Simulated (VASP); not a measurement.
# Si2Te4S (P1) in VASP: single point with PBE

Aim: the single point of Si2Te4S with PBE.

Everything below comes from runs of VASP 6.6.1. Logs are shortened: lines on timing, memory, paths and dates and some standing lists are left out, and cuts for length are marked.

### Step 1. The cell of the first run

The typed cell holds 7 atoms: a = 3.858 Å, b = 3.969 Å, c = 14.331 Å, α = 81.46°, β = 90.03°, γ = 119.08°.

### Step 2. Single point, PBE

INCAR reads:

```
SYSTEM = Si2Te4S
PREC = Accurate
ENCUT = 520
EDIFF = 1E-7
ISMEAR = 0
SIGMA = 0.2
LREAL = .False.
LASPH = .True.
NELM = 80
ALGO = Normal
ISIF = 2
LWAVE = .False.
LCHARG = .False.
GGA = PE
NBANDS = 28
```

KPOINTS reads:

```
Automatic mesh
0
Gamma
  6 6 2
  0 0 0
```

POSCAR reads:

```
Si2Te4S
1.0
    3.8581010733      0.0002313491     -0.0010584818
   -1.9293008835      3.4565573561      0.2913030119
   -0.0031842768      1.2400182536     14.2769303138
Si Te S
2 4 1
Direct
    0.1019429585      0.2029521799      0.2577865846
    0.8984090346     -0.2022904419      0.7421918179
    0.7183585125      0.4348073866      0.3663519815
    0.4706048942      0.9404871576      0.1380281650
    0.5297915513      0.0600267391      0.8619301525
    0.2821317812      0.5650886820      0.6336288180
   -0.0012387321     -0.0010717033      1.0000824806
```

Potentials or basis: VASP PAW PBE potentials, release 64 (Si, Te, S).

On the command line:

```sh
$ cat potpaw_PBE.64/Si/POTCAR potpaw_PBE.64/Te/POTCAR potpaw_PBE.64/S/POTCAR > POTCAR
$ mpirun -np 1 vasp_std > vasp.out
```

OUTCAR:

```text
SYSTEM = Si2Te4S
   PREC = Accurate
   ENCUT = 520
   EDIFF = 1E-7
   ISMEAR = 0
   LREAL = .False.
   LASPH = .True.
   NELM = 80
   ISIF = 2
   GGA = PE

 ion  position               nearest neighbor table
   1  0.102  0.203  0.258-   3 2.69   3 2.69   4 2.83   4 2.83   4 2.83   3 2.85
   2  0.898  0.798  0.742-   6 2.69   6 2.69   5 2.83   5 2.83   5 2.83   6 2.85
   3  0.718  0.435  0.366-   1 2.69   1 2.69   1 2.85
   4  0.471  0.940  0.138-   7 2.74   7 2.75   1 2.83   1 2.83   1 2.83
   5  0.530  0.060  0.862-   7 2.74   7 2.75   2 2.83   2 2.83   2 2.83
   6  0.282  0.565  0.634-   2 2.69   2 2.69   2 2.85
   7  0.999  0.999  0.000-   4 2.74   5 2.74   4 2.75   5 2.75

  LATTYP: Found a triclinic cell.
 ALAT       =     3.8581012254
 B/A-ratio  =     1.0287750592
 C/A-ratio  =     3.7040454466
 COS(alpha) =     0.0019787829
 COS(beta)  =     0.1345044296
 COS(gamma) =     0.4859839428

  Lattice vectors:

 A1 = (   3.8581010733,   0.0002313491,  -0.0010584818)
 A2 = (   1.9288001898,   3.4567887052,   0.2902445301)
 A3 = (   1.9261166067,  -2.2165391025,  13.9856273019)

Analysis of symmetry for initial positions (statically):
=====================================================================
 Subroutine PRICEL returns:
 Original cell was already a primitive cell.

 Routine SETGRP: Setting up the symmetry group for a
 triclinic supercell.

 Subroutine GETGRP returns: Found  1 space group operations
 (whereof  1 operations were pure point group operations)
 out of a pool of  2 trial point group operations.

The static configuration has the point symmetry C_1 .

Analysis of symmetry for dynamics (positions and initial velocities):
=====================================================================
 Subroutine PRICEL returns:
 Original cell was already a primitive cell.

 Routine SETGRP: Setting up the symmetry group for a
 triclinic supercell.

 Subroutine GETGRP returns: Found  1 space group operations
 (whereof  1 operations were pure point group operations)
 out of a pool of  2 trial point group operations.

The dynamic configuration has the point symmetry C_1 .

 Subroutine INISYM returns: Found  1 space group operations
 (whereof  1 operations are pure point group operations),
 and found     1 'primitive' translations

[... 98 lines left out ...]
   ISPIN  =      1    spin polarized calculation?
   LNONCOLLINEAR =      F non collinear calculations
   LSORBIT =      F    spin-orbit coupling
   LASPH  =      T    aspherical Exc in radial PAW
   ENCUT  =  520.0 eV  38.22 Ry    6.18 a.u.   7.17  7.38 26.65*2*pi/ulx,y,z
   NELM   =     80;   NELMIN=  2; NELMDL= -5     # of ELM steps
   EDIFF  = 0.1E-06   stopping-criterion for ELM
   LREAL  =      F    real-space projection
   EDIFFG = 0.1E-05   stopping-criterion for IOM
   NSW    =      0    number of steps for IOM
   IBRION =     -1    ionic relax: 0-MD 1-quasi-New 2-CG
   NFREE  =      0    steps in history (QN), initial steepest desc. (CG)
   ISIF   =      2    stress and relaxation
   ISYM   =      2    0-nonsym 1-usesym 2-fastsym
   POTIM  = 0.5000    time-step for ionic-motion
   TEBEG  =    0.0;   TEEND  =   0.0 temperature during run
   PSTRESS=    0.0 pullay stress
   NELECT =      38.0000    total number of electrons
   NUPDOWN=      -1.0000    fix difference up-down
   EMIN   =  10.00;   EMAX   =-10.00  energy-range for DOS
   EFERMI =   0.00;   METHOD = LEGACY
   ISMEAR =     0;   SIGMA  =   0.20  broadening in eV -4-tet -1-fermi 0-gaus
   EFERMI_NEDOS =   21; number of points for ismear=-14 and -15
   IALGO  =     38    algorithm
   IMIX   =      4    mixing-type and parameters
     AMIX     =   0.40;   BMIX     =  1.00
     AMIX_MAG =   1.60;   BMIX_MAG =  1.00
  volume/ion in A,a.u.               =      27.00       182.21
  Fermi-wavevector in a.u.,A,eV,Ry     =   0.959052  1.812345 12.514369  0.919780
  Thomas-Fermi vector in A             =   2.088214
   LORBIT       =      0    0 simple, 1 ext, 2 COOP (PROOUT), +10 PAW based schemes
   GGA     = PE    functional components
   LHFCALC =     F    Hartree Fock is set to
   AEXX    =    0.0000 exact exchange contribution
   IVDW    =     0    specifies the selected vdW correction
   LEPSILON=     F    determine dielectric tensor
   LRPA    =     F    only Hartree local field effects (RPA)
 non-spin polarized calculation
 Gauss-broadening in eV      SIGMA  =   0.20
  energy-cutoff  :      520.00
  volume of cell :      189.01
 maximum number of plane-waves:      5133
 NGX is ok and might be reduce to    30
   NGX = 15   NGY = 15   NGZ = 53

 number of electron      37.9999999 magnetization

 Free energy of the ion-electron system (eV)
  ---------------------------------------------------
  ext. energy  EPLUGINS =         0.00000000
  ---------------------------------------------------
  free energy    TOTEN  =       -26.72295015 eV

  energy without entropy =      -26.67874004  energy(sigma->0) =      -26.70084510

 E-fermi :   6.1183     XC(G=0):  -9.3451

 val. band max:        6.1044078120   @ k =  -0.1667   0.1667   0.5000
 cond. band min:       6.1329046888   @ k =   0.0000   0.3333   0.0000
 fundamental gap:      0.0284968768
 Fermi energy:         6.1182820489

 k-point     1 :       0.0000    0.0000    0.0000
  band No.  band energies     occupation
      1      -8.2943      2.00000
      2      -7.1696      2.00000
      3      -6.6958      2.00000
      4      -5.6016      2.00000
      5      -4.4531      2.00000
      6      -0.3156      2.00000
[... 733 lines left out ...]
     27      10.2391      0.00000
     28      10.6732      0.00000

 [... further k-points ...]
[... 5 lines left out ...]
  --------------------------------------------------------------------------------------
  -------------------------------------------------------------------------------------
  Total        0.0532179      0.0100532     -0.0089781      0.0010334      0.0130578     -0.0004119
  in kB        0.4511144      0.0852184     -0.0761050      0.0087598      0.1106874     -0.0034912
  external PRESSURE =       0.1534093 kB  Pullay stress =       0.0000000 kB

 VOLUME and BASIS-vectors are now :
 -----------------------------------------------------------------------------
  energy-cutoff  :      520.00
  volume of cell :      189.01
      direct lattice vectors                 reciprocal lattice vectors
     3.858101073  0.000231349 -0.001058482     0.259182673  0.145726368 -0.012599210
    -1.929300884  3.456557356  0.291303012    -0.000024419  0.291424713 -0.025311606
    -0.003184277  1.240018254 14.276930314     0.000019714 -0.005935355  0.070558586

 POSITION                                       TOTAL-FORCE (eV/Angst)
 -----------------------------------------------------------------------------------
      0.00093      1.02120      3.73941         0.002062     -0.005118     -0.011530
      1.92477      3.67787     10.82765         0.000923      0.003805      0.010123
      1.93146      1.95739      5.35628        -0.001646      0.005871      0.007860
      0.00072      3.42211      2.24409        -0.002162      0.001750     -0.007739
      1.92544      1.27642     12.32264        -0.001186     -0.006148      0.008596
     -0.00375      2.73904      9.21059        -0.000852     -0.003867     -0.006527
      1.92609      3.45319      0.29111         0.002860      0.003708     -0.000784
 -----------------------------------------------------------------------------------
    total drift:                                0.000002      0.000012     -0.000011

  FREE ENERGIE OF THE ION-ELECTRON SYSTEM (eV)
  ---------------------------------------------------
  free  energy   TOTEN  =       -26.7229501547 eV

  energy  without entropy=      -26.6787400425  energy(sigma->0) =      -26.70084510
```

OSZICAR:

```text
N       E                     dE             d eps       ncg     rms          rms(c)
DAV:   1     0.156256249791E+03    0.15626E+03   -0.14290E+04  2240   0.110E+03
DAV:   2    -0.138417308729E+02   -0.17010E+03   -0.16468E+03  2816   0.168E+02
[... 11 lines left out ...]
DAV:  14    -0.267229434893E+02    0.38602E-05   -0.79672E-06  2764   0.131E-02    0.736E-02
DAV:  15    -0.267229527783E+02   -0.92890E-05   -0.36592E-05  2552   0.273E-02    0.444E-02
DAV:  16    -0.267229513334E+02    0.14449E-05   -0.79649E-06  2600   0.129E-02    0.188E-02
DAV:  17    -0.267229509495E+02    0.38389E-06   -0.30152E-07  2432   0.258E-03    0.127E-02
DAV:  18    -0.267229504859E+02    0.46357E-06   -0.94327E-08  1492   0.140E-03    0.594E-03
DAV:  19    -0.267229501204E+02    0.36557E-06   -0.21868E-07  2000   0.204E-03    0.108E-03
DAV:  20    -0.267229501547E+02   -0.34287E-07   -0.27471E-08  1368   0.778E-04
   1 F= -.26722950E+02 E0= -.26700845E+02  d E =-.442101E-01
```

stdout:

```text
POSCAR found type information on POSCAR SiTeS
 POSCAR found :  3 types and       7 ions
 scaLAPACK will be used
 LDA part: xc-table for (Slater+PW92), standard interpolation
 POSCAR, INCAR and KPOINTS ok, starting setup
 FFT: planning ... GRIDC
 FFT: planning ... GRID_SOFT
 FFT: planning ... GRID
 WAVECAR not read
 entering main loop
```

Wall time 2.4 min (1 thread of Intel Xeon 6975P-C (Granite Rapids), shared host); peak memory 0.4 GiB.

What came out:

```yaml
Free_energy: -26.7230 eV
Pressure: 0.0 GPa
Largest_force: 0.013 eV/Å
Band_gap_on_the_k_mesh: zero (band 19 reaches 6.56 eV, above the bottom of band 20 at 5.51 eV)
```

Forces on the atoms (eV/Å):
```
Si   0.002 -0.005 -0.012
Si   0.001  0.004  0.010
Te  -0.002  0.006  0.008
Te  -0.002  0.002 -0.008
Te  -0.001 -0.006  0.009
Te  -0.001 -0.004 -0.007
S    0.003  0.004 -0.001
```

Levels at points of the mesh, in eV from the Fermi level:
```tsv
k point	band 17	band 18	band 19	band 20	band 21	band 22
(0.00, 0.00, 0.00)	-0.74	-0.33	0.24	0.52	0.67	1.51
(0.50, 0.00, 0.00)	-1.53	-1.06	-0.94	-0.56	0.89	1.31
(0.00, 0.50, 0.00)	-1.80	-0.98	-0.27	-0.10	0.35	0.64
(0.50, 0.50, 0.00)	-1.53	-1.06	-0.94	-0.56	0.89	1.31
(0.00, 0.00, 0.50)	-0.66	-0.51	-0.33	0.65	0.92	1.43
(0.50, 0.00, 0.50)	-1.40	-1.21	-0.82	-0.61	0.71	1.09
(0.00, 0.50, 0.50)	-1.50	-1.06	-0.66	-0.39	0.43	0.86
(0.50, 0.50, 0.50)	-1.40	-1.21	-0.82	-0.61	0.71	1.09
```

Caveat: spin-orbit coupling is left out, which moves the levels of the heavy elements.
